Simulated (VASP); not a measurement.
Wanted: the native input for a VASP 6.6.1 run.

| Quantity | Value |
| --- | --- |
| Task | single point |
| Functional | PBE |
| Potentials or basis | VASP PAW PBE potentials, release 64 (Cu, I) |
| Cutoff | 520 eV |
| k mesh | 12 × 12 × 12 |
| Occupations | gaussian, width 0.05 eV |
| Spin | no spin polarisation |
| Dipole correction | no |
| Further INCAR settings | ALGO = Normal; EDIFF = 1e-06; NBANDS = 16 |

The structure of CuI lies in POSCAR:

```
CuI
1.0
    0.0000000000      3.0315000000      3.0315000000
    3.0315000000      0.0000000000      3.0315000000
    3.0315000000      3.0315000000      0.0000000000
Cu I
1 1
Direct
    0.7500000000      0.7500000000      0.7500000000
    0.0000000000      0.0000000000      0.0000000000
```

The input as run:

INCAR

```
SYSTEM = CuI
PREC = Accurate
ENCUT = 520
EDIFF = 1E-6
ISMEAR = 0
SIGMA = 0.05
LREAL = .False.
LASPH = .True.
NELM = 100
ALGO = Normal
ISIF = 2
LWAVE = .False.
LCHARG = .False.
GGA = PE
NBANDS = 16
```

KPOINTS

```
Automatic mesh
0
Gamma
  12 12 12
  0 0 0
```

Potentials or basis: VASP PAW PBE potentials, release 64 (Cu, I).

Run with:

```bash
$ cat potpaw_PBE.64/Cu/POTCAR potpaw_PBE.64/I/POTCAR > POTCAR
$ mpirun -np 1 vasp_std > vasp.out
```

Results of the run:

```yaml
Pressure: 0.7 GPa
Band_gap_on_the_k_mesh: 1.14 eV, direct
```

Caveat: spin-orbit coupling is left out, which moves the levels of the heavy elements.

Wall time 80 s on 1 thread of AMD EPYC 7R43 64-Core Processor (Zen 3), with other jobs on the host, peak memory 0.18 GiB.
